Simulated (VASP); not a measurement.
Set up this calculation in VASP 6.6.1, as the native input.

```yaml
Task: single point
Functional: PBE
Potentials_or_basis: VASP PAW PBE potentials, release 64 (Dy_3, Be, O), 4f in core
Cutoff: 600 eV
k_mesh: 4 × 4 × 4
Occupations: gaussian, width 0.1 eV
Spin: no spin polarisation
Dipole_correction: no
Mended: yes
Further_INCAR_settings: ALGO = Normal; EDIFF = 1e-06; NBANDS = 24
```

The structure of Dy2Be3O lies in POSCAR:

```
Dy2Be3O
1.0
    4.8337265829      0.0000000000      0.0000000000
    0.0000000000      4.8337265829      0.0000000000
    0.0000000000      0.0000000000      5.7585615476
Dy Be O
2 3 1
Direct
    0.0000000000      0.5000000000      0.0000000000
    0.5000000000      0.0000000000      0.0000000000
    0.0000000000      0.5000000000      0.5000000000
    0.5000000000      0.0000000000      0.5000000000
    0.0000000000      0.0000000000      0.0000000000
    0.5000000000      0.5000000000      0.0000000000
```

The cell was built from a structure type or drawn by symmetry, and may not be a known phase.

One way to write it, as run:

INCAR

```
SYSTEM = Dy2Be3O
ALGO     = Normal         ! electronic algorithm
EDIFF    = 1E-6           ! SCF threshold, eV
ENCUT    = 600            ! plane-wave cutoff, eV
GGA      = PE             ! functional
GGA_COMPAT= .False.      
ISIF     = 2              ! what is computed and relaxed
ISMEAR   = 0              ! smearing method
LASPH    = .True.         ! aspherical terms in the spheres
LCHARG   = .False.        ! write CHGCAR
LMAXMIX  = 6              ! l up to which the mixer works
LREAL    = .False.        ! projectors in reciprocal space
LWAVE    = .False.        ! write WAVECAR
NBANDS   = 24             ! bands
NELM     = 200            ! most SCF steps
PREC     = Accurate       ! precision mode
SIGMA    = 0.1            ! smearing width, eV
```

KPOINTS

```
k-points
0
Gamma
  4 4 4
  0 0 0
```

Potentials or basis: VASP PAW PBE potentials, release 64 (Dy_3, Be, O), 4f in core.

Command:

```console
$ cat potpaw_PBE.64/Dy_3/POTCAR potpaw_PBE.64/Be/POTCAR potpaw_PBE.64/O/POTCAR > POTCAR
$ mpirun -np 1 vasp_std > vasp.out
```

It gave:

| Quantity | Value |
| --- | --- |
| Pressure | 0.3 GPa |
| Band gap on the k mesh | zero (bands 15 and 16 overlap by 1.36 eV) |

Caveat: spin-orbit coupling is left out, which moves the levels of the heavy elements; the 4f electrons are frozen in the core, so they carry no moment and show no levels; the run has no spin polarisation, though such a crystal can be magnetic.

Wall time 34 s on 1 thread of Intel(R) Xeon(R) 6975P-C (Granite Rapids) (shared host), peak memory 0.29 GiB.
